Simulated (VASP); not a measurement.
## Co: single point with PBEsol

The system is Co.

```
Co
1.0
     2.45031    0.00000    0.00000
    -1.22516    2.12203    0.00000
     0.00000    0.00000    4.00929
Co
2
Direct
  0.33333 0.66667 0.25000
  0.66667 0.33333 0.75000
```

This cell differs from its parent crystal: uniaxial strain along c: +1.0 %.

- Program: VASP 6.6.1
- Task: single point
- Functional: PBEsol
- Potentials or basis: VASP PAW PBE potentials, release 64 (Co)
- Cutoff: 520 eV
- k mesh: 24 × 24 × 14
- Occupations: gaussian, width 0.1 eV
- Spin: collinear spin, ferromagnetic start
- Starting moments: [1.8, 1.8] μB
- Dipole correction: no
- Further INCAR settings: ALGO = Fast; EDIFF = 1e-07; NBANDS = 20

- Pressure: -2.0 GPa
- Net moment: 3.15 μB per cell
- Site moments: Co +1.58 μB
- Valence electrons inside the program's atomic spheres: Co 8.35

Stress tensor (GPa, compression positive):
```
-0.58  0.00  0.00
 0.00 -0.58  0.00
 0.00  0.00 -4.85
```

Levels at points of the mesh, in eV from the Fermi level:
Spin up:
| k point | band 8 | band 9 | band 10 | band 11 | band 12 | band 13 | band 14 | band 15 |
| --- | --- | --- | --- | --- | --- | --- | --- | --- |
| (0.00, 0.00, 0.00) | -1.87 | -1.87 | -0.74 | -0.74 | -0.29 | 6.53 | 22.42 | 25.48 |
| (0.50, 0.00, 0.00) | -0.55 | -0.52 | -0.40 | 1.45 | 3.56 | 9.89 | 10.59 | 13.02 |
| (0.00, 0.00, 0.50) | -2.67 | -1.07 | -1.07 | -1.07 | -1.07 | 15.14 | 15.14 | 23.16 |
| (0.50, 0.00, 0.50) | -1.01 | -0.46 | -0.46 | 1.64 | 1.64 | 7.64 | 7.64 | 18.95 |
Spin down:
```tsv
k point	band 4	band 5	band 6	band 7	band 8	band 9	band 10	band 11
(0.00, 0.00, 0.00)	-1.03	-1.03	-0.66	-0.66	-0.26	-0.15	-0.15	1.09
(0.50, 0.00, 0.00)	-1.87	-1.15	-1.14	-0.71	1.27	1.35	1.43	2.68
(0.00, 0.00, 0.50)	-1.68	-1.08	-1.08	-1.08	-1.08	0.74	0.74	0.74
(0.50, 0.00, 0.50)	-2.55	-0.06	-0.06	0.27	0.27	1.36	1.36	2.31
```

It took 3.3 min on 1 thread of AMD EPYC 9R45 96-Core Processor (Zen 5), with other jobs on the host, peak memory 0.33 GiB.

Caveat: the cell differs from its parent crystal (uniaxial strain along c: +1.0 %); the PAW data sets were made with another functional, which shifts forces and pressure a little.
